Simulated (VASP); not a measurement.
# NaH in VASP: notebook, part 2 of 2

VASP 6.6.1. The steps go on from the part before.

## (3) Single point, PBE (strain +1.0%)

The input, INCAR:

```
ALGO = Normal
EDIFF = 1E-7
ENCUT = 520
GGA = PE
ISIF = 2
ISMEAR = 0
LASPH = T
LCHARG = T
LELF = T
LREAL = F
LVHAR = T
LWAVE = F
NBANDS = 11
NELM = 100
PREC = Accurate
SIGMA = 0.01
```

The input, KPOINTS:

```
k-points
0
Gamma
  6 6 6
```

The input, POSCAR:

```
NaH
1.0
    0.0000000000      2.4214874114      2.4214874114
    2.4214874114      0.0000000000      2.4214874114
    2.4214874114      2.4214874114      0.0000000000
Na H
1 1
Direct
    0.0000000000      0.0000000000      0.0000000000
    0.5000000000      0.5000000000      0.5000000000
```

Potentials or basis: VASP PAW PBE potentials, release 64 (Na_pv, H).

Run with:

```bash
cat potpaw_PBE.64/Na_pv/POTCAR potpaw_PBE.64/H/POTCAR > POTCAR
mpirun -np 1 vasp_std > vasp.out
```

Wall time 8.4 s (1 thread of Intel Xeon 8259CL, shared host); peak memory 0.15 GiB.

Results (log left out):

| Quantity | Value |
| --- | --- |
| Free energy | -5.0876 eV |
| Pressure | -0.2 GPa |
| Band gap on the k mesh | 3.79 eV (least direct gap 4.60 eV) |

Levels at points of the mesh, in eV from the valence-band top:
```csv
k point,band 2,band 3,band 4,band 5,band 6,band 7
"(0.00, 0.00, 0.00)",-22.07,-22.07,-3.55,10.41,15.60,15.60
"(0.50, 0.00, 0.00)",-22.08,-22.08,-0.81,3.79,10.78,13.39
"(0.50, 0.50, 0.00)",-22.10,-22.10,-0.13,4.67,10.05,10.68
```

Caveat: the cell differs from its parent crystal (strain +1.0%). A k mesh can miss the band edges.

## (4) Single point, PBE (epitaxial 111 strain -0.5%)

The input, INCAR:

```
SYSTEM = NaH
  PREC = Accurate
  ENCUT = 520
  EDIFF = 1E-7
  ISMEAR = 0
  SIGMA = 0.01
  LREAL = .FALSE.
  LASPH = .TRUE.
  NELM = 80
  ALGO = Normal
  ISIF = 2
  LWAVE = .FALSE.
  LCHARG = .FALSE.
  GGA = PE
  NBANDS = 11
```

The input, KPOINTS:

```
regular mesh
0
G
  6 6 6
  0 0 0
```

The input, POSCAR:

```
NaH
1.0
    0.0114975801      2.3970223071      2.3970223071
    2.3970223071      0.0114975801      2.3970223071
    2.3970223071      2.3970223071      0.0114975801
Na H
1 1
Direct
    0.0000000000      0.0000000000      0.0000000000
    0.5000000000      0.5000000000      0.5000000000
```

Run with:

```bash
cat potpaw_PBE.64/Na_pv/POTCAR potpaw_PBE.64/H/POTCAR > POTCAR
mpirun -np 1 vasp_std > vasp.out
```

It took 13 s on 1 thread of Intel Xeon 8259CL, shared host; peak memory 0.15 GiB.

Results (log left out):

```
Free energy            : -5.0853 eV
Pressure               : 0.7 GPa
Band gap on the k mesh : 3.82 eV (least direct gap 4.67 eV)
```

Stress tensor (GPa, compression positive):
```
 0.73 -0.11 -0.11
-0.11  0.73 -0.11
-0.11 -0.11  0.73
```

Levels at points of the mesh, in eV from the valence-band top:
```csv
k point,band 1,band 2,band 3,band 4,band 5,band 6,band 7,band 8
"(0.00, 0.00, 0.00)",-22.00,-22.00,-22.00,-3.66,10.74,15.77,15.94,15.94
"(0.50, 0.00, 0.00)",-22.11,-22.01,-22.01,-0.81,3.88,11.03,13.56,13.65
"(0.50, 0.50, 0.00)",-22.09,-22.04,-22.04,-0.14,4.75,10.20,10.85,10.98
"(0.50, 0.50, 0.50)",-22.10,-22.01,-22.01,-0.86,3.82,11.10,13.69,13.69
```

Caveat: the cell differs from its parent crystal (epitaxial 111 strain -0.5%). A k mesh can miss the band edges.

## (5) Single point, PBE (shear xy strain -0.5%)

INCAR: that of step 4 with these lines changed.

```diff
@@ -3,3 +3,3 @@
   ENCUT = 520
-  EDIFF = 1E-7
+  EDIFF = 1E-6
   ISMEAR = 0
@@ -8,3 +8,3 @@
   LASPH = .TRUE.
-  NELM = 80
+  NELM = 60
   ALGO = Normal
```

KPOINTS is that of step 4.

The input, POSCAR:

```
NaH
1.0
   -0.0059937807      2.3975122885      2.3975122885
    2.3975122885     -0.0059937807      2.3975122885
    2.3915185078      2.3915185078      0.0000000000
Na H
1 1
Direct
    0.0000000000      0.0000000000      0.0000000000
    0.5000000000      0.5000000000      0.5000000000
```

Potentials or basis: VASP PAW PBE potentials, release 64 (Na_pv, H).

Run with:

```bash
cat potpaw_PBE.64/Na_pv/POTCAR potpaw_PBE.64/H/POTCAR > POTCAR
mpirun -np 1 vasp_std > vasp.out
```

OUTCAR:

```text
SYSTEM = NaH
   PREC = Accurate
   ENCUT = 520
   EDIFF = 1E-6
   ISMEAR = 0
   LREAL = .FALSE.
   LASPH = .TRUE.
   NELM = 60
   ISIF = 2
   GGA = PE

 ion  position               nearest neighbor table
   1  0.000  0.000  0.000-
   2  0.500  0.500  0.500-

  LATTYP: Found a body centered orthorhombic cell.
 ALAT       =     3.3821179084
 B/A-ratio  =     1.0050125313
 C/A-ratio  =     1.4177579573

  Lattice vectors:

 A1 = (   0.0059937807,  -2.3975122885,  -2.3975122885)
[... 514 lines left out ...]
      6       6.8842      0.00000
      7      10.1226      0.00000
      8      10.7816      0.00000
      9      14.1837      0.00000
     10      20.8356      0.00000
     11      21.6898      0.00000

 [... further k-points ...]
[... 5 lines left out ...]
  --------------------------------------------------------------------------------------
  -------------------------------------------------------------------------------------
  Total        0.0914985      0.0914985      0.0914253      0.0196386      0.0000000      0.0000000
  in kB        5.3188138      5.3188138      5.3145557      1.1415948      0.0000000      0.0000000
  external PRESSURE =       5.3173944 kB  Pullay stress =       0.0000000 kB

 VOLUME and BASIS-vectors are now :
 -----------------------------------------------------------------------------
  energy-cutoff  :      520.00
  volume of cell :       27.56
      direct lattice vectors                 reciprocal lattice vectors
    -0.005993781  2.397512289  2.397512289    -0.208029431  0.208029431  0.208549505
     2.397512289 -0.005993781  2.397512289     0.208029431 -0.208029431  0.208549505
     2.391518508  2.391518508  0.000000000     0.209072185  0.209072185 -0.208549505

 POSITION                                       TOTAL-FORCE (eV/Angst)
 -----------------------------------------------------------------------------------
      0.00000      0.00000      0.00000        -0.000000     -0.000000      0.000000
      2.39152      2.39152      2.39751         0.000000      0.000000     -0.000000
 -----------------------------------------------------------------------------------
    total drift:                               -0.000000     -0.000000     -0.000000

  FREE ENERGIE OF THE ION-ELECTRON SYSTEM (eV)
  ---------------------------------------------------
  free  energy   TOTEN  =        -5.0863408423 eV

  energy  without entropy=       -5.0863408423  energy(sigma->0) =       -5.08634084
```

stdout:

```text
POSCAR found type information on POSCAR NaH
 POSCAR found :  2 types and       2 ions
 scaLAPACK will be used
 LDA part: xc-table for (Slater+PW92), standard interpolation
 POSCAR, INCAR and KPOINTS ok, starting setup
 FFT: planning ... GRIDC
 FFT: planning ... GRID_SOFT
 FFT: planning ... GRID
 WAVECAR not read
 entering main loop
```

Wall time 16 s (1 thread of Intel Xeon 8259CL, shared host); peak memory 0.15 GiB.

What came out:

| Quantity | Value |
| --- | --- |
| Free energy | -5.0863 eV |
| Pressure | 0.5 GPa |
| Band gap on the k mesh | 3.83 eV (least direct gap 4.66 eV) |

Stress tensor (GPa, compression positive):
```
0.53 0.11 0.00
0.11 0.53 0.00
0.00 0.00 0.53
```

Caveat: the cell differs from its parent crystal (shear xy strain -0.5%). A k mesh can miss the band edges.

## (6) Single point, PBE

The input, INCAR:

```
SYSTEM = NaH
  ALGO = Normal
  EDIFF = 1E-6
  ENCUT = 520
  GGA = PE
  ISIF = 2
  ISMEAR = -1
  LASPH = .TRUE.
  LCHARG = .FALSE.
  LREAL = .FALSE.
  LWAVE = .FALSE.
  NBANDS = 11
  NELM = 60
  PREC = Accurate
  SIGMA = 0.02
```

The input, KPOINTS:

```
k-points
0
G
  10 10 10
  0 0 0
```

The input, POSCAR:

```
NaH
1.0
    0.0000000000      2.3975122885      2.3975122885
    2.3975122885      0.0000000000      2.3975122885
    2.3975122885      2.3975122885      0.0000000000
Na H
1 1
Direct
    0.0000000000      0.0000000000      0.0000000000
    0.5000000000      0.5000000000      0.5000000000
```

Potentials or basis: VASP PAW PBE potentials, release 64 (Na_pv, H).

Run with:

```bash
cat potpaw_PBE.64/Na_pv/POTCAR potpaw_PBE.64/H/POTCAR > POTCAR
mpirun -np 1 vasp_std > vasp.out
```

Wall time 16 s (1 thread of Intel Xeon 8259CL, shared host); peak memory 0.16 GiB.

Results (log left out):

```yaml
Free_energy: -5.0864 eV
Pressure: 0.5 GPa
Band_gap_on_the_k_mesh: 3.82 eV (least direct gap 4.67 eV)
```

Levels at points of the mesh, in eV from the valence-band top:
| k point | band 2 | band 3 | band 4 | band 5 | band 6 | band 7 |
| --- | --- | --- | --- | --- | --- | --- |
| (0.00, 0.00, 0.00) | -22.04 | -22.04 | -3.67 | 10.64 | 15.80 | 15.80 |
| (0.50, 0.00, 0.00) | -22.06 | -22.06 | -0.85 | 3.82 | 10.96 | 13.55 |
| (0.50, 0.50, 0.00) | -22.08 | -22.08 | -0.16 | 4.70 | 10.14 | 10.84 |

A k mesh can miss the band edges.

## (7) Summary

```tsv
cell	k mesh	smearing	gap on the mesh (eV)	pressure (GPa)
a = 3.391 Å, angles 60.0°, 2 atoms	6 × 6 × 6	gaussian 0.01 eV	3.85	0.5
a = 3.425 Å, angles 60.0°, 2 atoms	6 × 6 × 6	gaussian 0.01 eV	3.79	-0.2
a = 3.390 Å, angles 59.7°, 2 atoms	6 × 6 × 6	gaussian 0.01 eV	3.82	0.7
a = 3.391, b = 3.391, c = 3.382 Å, angles 60.1, 60.1, 60.2°, 2 atoms	6 × 6 × 6	gaussian 0.01 eV	3.83	0.5
a = 3.391 Å, angles 60.0°, 2 atoms	10 × 10 × 10	fermi-dirac 0.02 eV	3.82	0.5
```

Alike in all rows: task single point; level PBE; potentials or basis VASP PAW PBE potentials, release 64 (Na_pv, H); no spin polarisation; cutoff (eV) 520.

Absolute energies hang on the potentials; compare differences alone.
